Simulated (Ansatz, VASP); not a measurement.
Si: VASP beside Ansatz

```xyz
8
Lattice="-3.6887 2.8990 3.2289 3.0669 -3.3249 3.0331 3.6587 3.2949 -3.6549" Properties=species:S:1:pos:R:3 pbc="T T T"
Si    0.4643    0.4656    0.6343
Si   -0.5631    2.3717    0.3383
Si    0.3453   -0.8105    2.4316
Si    2.9092    0.5734   -0.8135
Si    2.3575    2.2807    1.9869
Si    0.5082    3.9292   -0.9783
Si   -0.7258    0.2933    3.9280
Si    3.8151   -0.4967    0.2939
```

Change from the starting cell: all atoms moved at random (sigma 0.15 Å a component), cell strained at random (sigma 0.05).

Alike in both runs: task single point; functional LDA; k mesh 8 × 8 × 8; occupations gaussian, width 0.15 eV; no spin polarisation.

|  | VASP | Ansatz |
| --- | --- | --- |
| version | VASP 6.6.1 | Ansatz 0.2.0 |
| potentials or method | VASP PAW LDA potentials, release 64 (Si), cutoff 520 eV | scalar-relativistic, plane waves, PAW |
| valence electrons in the cell | 32 | 32 |

|  | VASP | Ansatz | Ansatz less VASP |
| --- | --- | --- | --- |
| gap on the k mesh at the Fermi level (eV) | none | none | - |
| pressure (GPa) | 29.5 | 29.4 | -0.02 |
| traceless stress, the component that is largest in VASP (GPa) | -15.46 | -15.41 | +0.050 |
| rms of the force components (eV/Å) | 4.628 | 4.645 | +0.0173 |

LDA's correlation is that of Perdew and Zunger in VASP and of Perdew and Wang (1992) in Ansatz. Atom by atom the forces differ by 0.024 eV/Å (rms over components). A gap of «none» marks a metal or a gap that the smearing closes. Both programs put the cell under a high pressure, so it lies far from rest at this level.
